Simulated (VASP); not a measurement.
# Te2Mo (P6_3/mmc) in VASP: notebook, part 2 of 3

VASP 6.6.1. Earlier steps stand in the parts before.

## Step 3: Single point, r2SCAN+D3(BJ) (23.44 Å³/atom)

This run uses another cell than the first one, of 23.44 Å³/atom.

File POSCAR:

```
Te2Mo
1.0
    3.4732648572      0.0000000000      0.0000000000
   -1.7366324286      3.0079356004      0.0000000000
    0.0000000000      0.0000000000     13.4627708405
Te Mo
4 2
Direct
    0.3333333333      0.6666666667      0.6162217682
    0.6666666667      0.3333333333      0.1162217682
    0.3333333333      0.6666666667      0.8837782318
    0.6666666667      0.3333333333      0.3837782318
    0.3333333333      0.6666666667      0.2500000000
    0.6666666667      0.3333333333      0.7500000000
```

File INCAR.step1:

```
SYSTEM = Te2Mo
ALGO = Normal ; EDIFF = 1E-4
ENCUT = 520 ; GGA = PE
ISMEAR = 0 ; LASPH = .True.
LCHARG = .False. ; LREAL = .False.
LWAVE = .True. ; NBANDS = 35
NELM = 60 ; PREC = Accurate
SIGMA = 0.05
```

File INCAR.step2:

```
SYSTEM = Te2Mo
ALGO = Normal ; EDIFF = 1E-6
ENCUT = 520 ; ISIF = 2
ISMEAR = 0 ; ISTART = 1
IVDW = 12 ; LASPH = .True.
LCHARG = .False. ; LMIXTAU = .True.
LREAL = .False. ; LWAVE = .False.
METAGGA = R2SCAN ; NBANDS = 35
NELM = 60 ; PREC = Accurate
SIGMA = 0.05 ; VDW_A1 = 0.49484001
VDW_A2 = 5.73083694 ; VDW_S6 = 1.0
VDW_S8 = 0.78981345
```

File KPOINTS:

```
k-points
0
Gamma
  10 10 2
  0 0 0
```

Potentials or basis: VASP PAW PBE potentials, release 64 (Te, Mo_sv).

The run is started by

```
$ cat potpaw_PBE.64/Te/POTCAR potpaw_PBE.64/Mo_sv/POTCAR > POTCAR
$ cp INCAR.step1 INCAR
$ mpirun -np 1 vasp_std > vasp.out
$ cp INCAR.step2 INCAR
$ mpirun -np 1 vasp_std > vasp.out
```

OUTCAR:

```text
SYSTEM = Te2Mo
   EDIFF = 1E-6
   ENCUT = 520
   ISIF = 2
   ISMEAR = 0
   ISTART = 1
   IVDW = 12
   LASPH = .True.
   LREAL = .False.
   METAGGA = R2SCAN
   NELM = 60
   PREC = Accurate
 IVDW          = 12

 ion  position               nearest neighbor table
   1  0.333  0.667  0.616-   6 2.70   6 2.70   6 2.70   3 3.60
   2  0.667  0.333  0.116-   5 2.70   5 2.70   5 2.70   4 3.60
   3  0.333  0.667  0.884-   6 2.70   6 2.70   6 2.70   1 3.60
   4  0.667  0.333  0.384-   5 2.70   5 2.70   5 2.70   2 3.60
   5  0.333  0.667  0.250-   2 2.70   4 2.70   2 2.70   4 2.70   2 2.70   4 2.70
   6  0.667  0.333  0.750-   1 2.70   3 2.70   1 2.70   3 2.70   1 2.70   3 2.70

  LATTYP: Found a hexagonal cell.
 ALAT       =     3.4732648572
 C/A-ratio  =     3.8761140869

  Lattice vectors:

 A1 = (   3.4732648572,   0.0000000000,   0.0000000000)
 A2 = (  -1.7366324286,   3.0079356004,   0.0000000000)
 A3 = (   0.0000000000,   0.0000000000,  13.4627708405)

Analysis of symmetry for initial positions (statically):
=====================================================================
 Subroutine PRICEL returns:
 Original cell was already a primitive cell.

 Routine SETGRP: Setting up the symmetry group for a
 hexagonal supercell.

[... 183 lines left out ...]

 k-point     1 :       0.0000    0.0000    0.0000
  band No.  band energies     occupation
      1     -53.8086      2.00000
      2     -53.8086      2.00000
      3     -27.2824      2.00000
      4     -27.2823      2.00000
      5     -27.1276      2.00000
      6     -27.1276      2.00000
[... 901 lines left out ...]
     34      12.5664      0.00000
     35      13.9751      0.00000

 [... further k-points ...]

------------------------ aborting loop because EDIFF is reached ----------------------------------------

 Edisp (eV)   -1.61300

 E8    (eV) :    -0.5885

  FORCE on cell =-STRESS in cart. coord.  units (eV):
  Direction    XX          YY          ZZ          XY          YZ          ZX
  --------------------------------------------------------------------------------------
  -------------------------------------------------------------------------------------
  Total       3.80050     3.80050     3.88722     0.00000     0.00000     0.00000
  in kB      43.29231    43.29231    44.28012     0.00000     0.00000     0.00000
  external pressure =       43.62 kB  Pullay stress =        0.00 kB

 VOLUME and BASIS-vectors are now :
 -----------------------------------------------------------------------------
  energy-cutoff  :      520.00
  volume of cell :      140.65
      direct lattice vectors                 reciprocal lattice vectors
     3.473264857  0.000000000  0.000000000     0.287913546  0.166226963  0.000000000
    -1.736632429  3.007935600  0.000000000     0.000000000  0.332453926  0.000000000
     0.000000000  0.000000000 13.462770840     0.000000000  0.000000000  0.074278914

 POSITION                                       TOTAL-FORCE (eV/Angst)
 -----------------------------------------------------------------------------------
     -0.00000      2.00529      8.29605        -0.000000      0.000000     -0.029866
      1.73663      1.00265      1.56467        -0.000000      0.000000     -0.029866
     -0.00000      2.00529     11.89810        -0.000000      0.000000      0.029866
      1.73663      1.00265      5.16672        -0.000000      0.000000      0.029866
     -0.00000      2.00529      3.36569         0.000000     -0.000000      0.000000
      1.73663      1.00265     10.09708        -0.000000      0.000000      0.000000
 -----------------------------------------------------------------------------------
    total drift:                               -0.000000      0.000000     -0.000000

  FREE ENERGIE OF THE ION-ELECTRON SYSTEM (eV)
  ---------------------------------------------------
  free  energy   TOTEN  =      -156.9624771038 eV

  energy  without entropy=     -156.9624771038  energy(sigma->0) =     -156.96247710
```

Run time: 3.8 min. Hardware: 1 thread of Intel Xeon 6975P-C (Granite Rapids), shared host; peak memory 0.35 GiB.

Results:

```yaml
Free_energy: -156.9625 eV
Pressure: 4.4 GPa
Largest_force: 0.030 eV/Å
Band_gap_on_the_k_mesh: 0.61 eV (least direct gap 1.27 eV)
Dispersion_energy_per_atom: -0.269 eV
```

Forces on the atoms (eV/Å):
```
Te   0.000  0.000 -0.030
Te   0.000  0.000 -0.030
Te   0.000  0.000  0.030
Te   0.000  0.000  0.030
Mo   0.000  0.000  0.000
Mo   0.000  0.000  0.000
```

Levels at points of the mesh, in eV from the valence-band top:
| k point | band 24 | band 25 | band 26 | band 27 | band 28 | band 29 |
| --- | --- | --- | --- | --- | --- | --- |
| (0.00, 0.00, 0.00) | -1.22 | -0.17 | 0.00 | 2.96 | 2.96 | 3.18 |
| (0.50, 0.00, 0.00) | -1.21 | -0.90 | -0.42 | 1.29 | 1.38 | 1.48 |
| (0.00, 0.00, 0.50) | -1.25 | -0.05 | -0.05 | 3.01 | 3.01 | 3.01 |
| (0.50, 0.00, 0.50) | -1.22 | -0.66 | -0.66 | 1.32 | 1.32 | 1.72 |

Caveat: the cell stands under pressure; semilocal functionals underestimate gaps, and a narrow one can read as zero; the PAW data sets were made with another functional, which shifts forces and pressure a little; spin-orbit coupling is left out, which moves the levels of the heavy elements.

## Step 4: Single point, r2SCAN+D3(BJ) (24.46 Å³/atom)

This run uses another cell than the first one, of 24.46 Å³/atom.

File POSCAR:

```
Te2Mo
1.0
    3.5093003687      0.0000000000      0.0000000000
   -1.7546501844      3.0391432688      0.0000000000
    0.0000000000      0.0000000000     13.7610818913
Te Mo
4 2
Direct
    0.3333333333      0.6666666667      0.6194667021
    0.6666666667      0.3333333333      0.1194667021
    0.3333333333      0.6666666667      0.8805332979
    0.6666666667      0.3333333333      0.3805332979
    0.3333333333      0.6666666667      0.2500000000
    0.6666666667      0.3333333333      0.7500000000
```

File INCAR.step1:

```
PREC = Accurate
ENCUT = 520
ISMEAR = 0
SIGMA = 0.05
LREAL = F
LASPH = T
NELM = 80
NBANDS = 35
GGA = PE
ALGO = Normal
EDIFF = 1E-4
LWAVE = T
LCHARG = F
```

File INCAR.step2:

```
PREC = Accurate
ENCUT = 520
EDIFF = 1E-7
ISMEAR = 0
SIGMA = 0.05
LREAL = F
LASPH = T
NELM = 80
ALGO = Normal
ISIF = 2
LWAVE = F
LCHARG = F
METAGGA = R2SCAN
LMIXTAU = T
IVDW = 12
VDW_S6 = 1.0
VDW_S8 = 0.78981345
VDW_A1 = 0.49484001
VDW_A2 = 5.73083694
NBANDS = 35
ISTART = 1
```

File KPOINTS:

```
Automatic mesh
0
Gamma
  10 10 2
```

The run is started by

```
$ cat potpaw_PBE.64/Te/POTCAR potpaw_PBE.64/Mo_sv/POTCAR > POTCAR
$ cp INCAR.step1 INCAR
$ mpirun -np 1 vasp_std > vasp.out
$ cp INCAR.step2 INCAR
$ mpirun -np 1 vasp_std > vasp.out
```

Run time: 5.7 min. Hardware: 1 thread of Intel Xeon 6975P-C (Granite Rapids), shared host; peak memory 0.38 GiB.

Results (log left out):

* Free energy: -157.0741 eV
* Pressure: 1.9 GPa
* Largest force: 0.035 eV/Å
* Band gap on the k mesh: 0.73 eV (least direct gap 1.25 eV)
* Dispersion energy per atom: -0.257 eV

Forces on the atoms (eV/Å):
```
Te   0.000  0.000 -0.035
Te   0.000  0.000 -0.035
Te   0.000  0.000  0.035
Te   0.000  0.000  0.035
Mo   0.000  0.000  0.000
Mo   0.000  0.000  0.000
```

Stress tensor (GPa, compression positive):
```
1.82 0.00 0.00
0.00 1.82 0.00
0.00 0.00 1.94
```

Levels at points of the mesh, in eV from the valence-band top:
| k point | band 24 | band 25 | band 26 | band 27 | band 28 | band 29 |
| --- | --- | --- | --- | --- | --- | --- |
| (0.00, 0.00, 0.00) | -1.17 | -0.32 | 0.00 | 2.96 | 2.96 | 3.12 |
| (0.50, 0.00, 0.00) | -1.09 | -0.82 | -0.48 | 1.28 | 1.36 | 1.52 |
| (0.00, 0.00, 0.50) | -1.22 | -0.08 | -0.08 | 3.00 | 3.00 | 3.00 |
| (0.50, 0.00, 0.50) | -1.10 | -0.65 | -0.65 | 1.31 | 1.31 | 1.71 |

Caveat: semilocal functionals underestimate gaps, and a narrow one can read as zero; the PAW data sets were made with another functional, which shifts forces and pressure a little; spin-orbit coupling is left out, which moves the levels of the heavy elements. r2SCAN opens gaps a little over a GGA but as a rule still falls short of measured ones.

(Part 2 of 3 ends here.)
